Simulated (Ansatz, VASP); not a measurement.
## Two plane-wave programs on Ir

```
CELL_PARAMETERS angstrom
2.75138 0.00000 0.00000
-1.37569 2.38276 0.00000
0.00000 0.00000 4.46229
ATOMIC_POSITIONS crystal
Ir 0.33333 0.66667 0.25000
Ir 0.66667 0.33333 0.75000
```

Alike in both runs: task single point; functional PBE; k mesh 11 × 11 × 6; occupations gaussian, width 0.028 eV; no spin polarisation.

|  | VASP | Ansatz |
| --- | --- | --- |
| version | VASP 6.6.1 | Ansatz 0.2.0 |
| potentials or method | VASP PAW PBE potentials, release 64 (Ir) | Ansatz PAW |
| plane-wave cutoff (eV) | 520 | 420 |
| valence electrons in the cell | 18 | 34 |

```csv
,VASP,Ansatz,Ansatz less VASP
gap on the k mesh at the Fermi level (eV),none,none,-
pressure (GPa),-1.0,-1.4,-0.46
"traceless stress, the component that is largest in VASP (GPa)",0.40,0.32,-0.083
```

A gap of «none» marks a metal or a gap that the smearing closes. VASP's potentials hold 18 valence electrons a cell and Ansatz's 34, so a difference there can come from the potentials and not from the codes.

Neither program's run includes spin-orbit coupling.
